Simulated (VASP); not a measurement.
Write the native input for VASP 6.6.1 that does the following.

```
Task                   : single point
Functional             : PBE
Potentials or basis    : VASP PAW PBE potentials, release 64 (H, Pb_d)
Cutoff                 : 500 eV
k mesh                 : 6 × 6 × 6
Occupations            : gaussian, width 0.1 eV
Spin                   : no spin polarisation
Dipole correction      : no
Further INCAR settings : ALGO = Normal; EDIFF = 1e-06; NBANDS = 19
```

The structure of H6Pb lies in POSCAR:

```
H6Pb
1.0
    0.0000000000      3.0745046496      3.0745046496
    3.0745046496      0.0000000000      3.0745046496
    3.0745046496      3.0745046496      0.0000000000
H Pb
6 1
Direct
    0.5000000000      0.5000000000      1.0000000000
    0.5000000000      0.0000000000      0.5000000000
    0.0000000000      1.0000000000      0.5000000000
    0.0000000000      0.5000000000      1.0000000000
    0.0000000000      0.5000000000      0.5000000000
    0.5000000000      0.0000000000      1.0000000000
    0.0000000000      0.0000000000      0.0000000000
```

One way to write it, as run:

INCAR

```
SYSTEM = H6Pb
PREC = Accurate
ENCUT = 500
EDIFF = 1E-6
ISMEAR = 0
SIGMA = 0.1
LREAL = .FALSE.
LASPH = .TRUE.
NELM = 120
ALGO = Normal
ISIF = 2
LWAVE = .FALSE.
LCHARG = .FALSE.
GGA = PE
NBANDS = 19
GGA_COMPAT = .FALSE.
```

KPOINTS

```
regular mesh
0
G
  6 6 6
  0 0 0
```

Potentials or basis: VASP PAW PBE potentials, release 64 (H, Pb_d).

The run is started by

```bash
$ cat potpaw_PBE.64/H/POTCAR potpaw_PBE.64/Pb_d/POTCAR > POTCAR
$ mpirun -np 1 vasp_std > vasp.out
```

Results of the run:

| Item | Value |
| --- | --- |
| Pressure | 0.3 GPa |
| Band gap on the k mesh | zero (band 10 reaches 4.65 eV, above the bottom of band 11 at 2.95 eV) |

Caveat: spin-orbit coupling is left out, which moves the levels of the heavy elements.

Run time: 8.2 s on 1 thread of Intel(R) Xeon(R) 6975P-C (Granite Rapids), on a shared host, peak memory 0.18 GiB.
